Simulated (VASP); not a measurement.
Runs of VASP 6.6.1 on SrO. It takes space group Fm-3m (No. 225, cubic). Conventional cell: a = 5.140 Å, b = 5.140 Å, c = 5.140 Å, α = 90.00°, β = 90.00°, γ = 90.00°. Within 3.4 Å of Sr (site symmetry m-3m) lie 6 O at 2.57 Å. Within 3.4 Å of O (site symmetry m-3m) lie 6 Sr at 2.57 Å. 

| level | grid for exact exchange (PRECFOCK) | share of exact exchange | screening parameter | gap on the mesh (eV) | pressure (GPa) |
| --- | --- | --- | --- | --- | --- |
| PBE-based screened hybrid | Normal | 0.15 | 0.20787 1/Å | 4.13 | (b) |
| PBE | - | - | - | 3.26 | 3.5 |
| PBE-based screened hybrid | Normal | 0.35 | 0.20787 1/Å | 5.36 | (c) |
| PBE-based global hybrid | Normal | 0.5 | - | (a) | -1.2 |

Alike in all rows: task single point; potentials or basis VASP PAW PBE potentials, release 64 (Sr_sv, O); no spin polarisation; cell as given; k mesh 4 × 4 × 4; cutoff (eV) 520; smearing gaussian 0.05 eV.

Estimate the missing entries.

(a) 7.84; (b) 2.2; (c) 0.5.

Caveats: all runs use coarse meshes; the PAW data sets were made with another functional, which shifts forces and pressure a little (some runs).

A k mesh can miss the band edges, and the runs leave out spin-orbit coupling on Sr.
